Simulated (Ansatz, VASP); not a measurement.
## Hf: VASP beside Ansatz

The input INCAR:

```
SYSTEM = Hf
ALGO = Normal
EDIFF = 1E-7
ENCUT = 520
GGA = PE
ISIF = 2
ISMEAR = -1
LASPH = .True.
LCHARG = .False.
LREAL = .False.
LWAVE = .False.
NBANDS = 11
NELM = 100
PREC = Accurate
SIGMA = 0.05
```

KPOINTS

```
k-points
0
Gamma
  14 14 14
  0 0 0
```

Contents of POSCAR:

```
Hf
1.0
   -1.7689000000      1.8050000000      1.8050000000
    1.8050000000     -1.7689000000      1.8050000000
    1.8050000000      1.8050000000     -1.7689000000
Hf
1
Direct
    0.0000000000      0.0000000000      0.0000000000
```

Input for Ansatz:

```yaml
crystal:
  lattice:
    - [-1.7689, 1.805, 1.805]
    - [1.805, -1.7689, 1.805]
    - [1.805, 1.805, -1.7689]
  atoms:
    - { symbol: Hf, position: [0.0, 0.0, 0.0] }
kpoints:
  mp_grid: { grid: [14, 14, 14] }
  band_path:
    path:
      - [0.0, 0.0, 0.0]
      - [0.0, 0.0, 0.5]
      - [-0.5, 0.5, 0.5]
      - [-0.7448729721, 0.2551270279, 0.2551270279]
      - [0.2551270279, 0.2551270279, 0.2551270279]
      - [0.0, 0.0, 0.0]
      - [-0.5, 0.0, 0.5]
    npoints: 5
scf:
  occupations: { method: fermi_dirac, width: 0.05 }
hamiltonian:
  xc: pbe
  pseudopotentials: { kind: all_electron, lapw: { basis_error: 0.0005 } }
output:
  forces: true
  stress: true
  eigenvalues: true
```

Change from the starting cell: equal xy, yz and zx shear strains of +2 %.

Alike in both runs: task single point; functional PBE; k mesh 14 × 14 × 14; occupations fermi-dirac, width 0.05 eV; no spin polarisation.

|  | VASP | Ansatz |
| --- | --- | --- |
| version | VASP 6.6.1 | Ansatz 0.2.0 |
| potentials or method | VASP PAW PBE potentials, release 64 (Hf_pv), cutoff 520 eV | all-electron LAPW, scalar-relativistic |

|  | VASP | Ansatz | Ansatz less VASP |
| --- | --- | --- | --- |
| pressure (GPa) | -5.2 | -4.9 | +0.37 |
| traceless stress, the component that is largest in VASP (GPa) | -0.98 | -1.00 | -0.011 |

Ansatz ran all-electron here, and VASP with PAW potentials.

Neither program's run includes spin-orbit coupling.
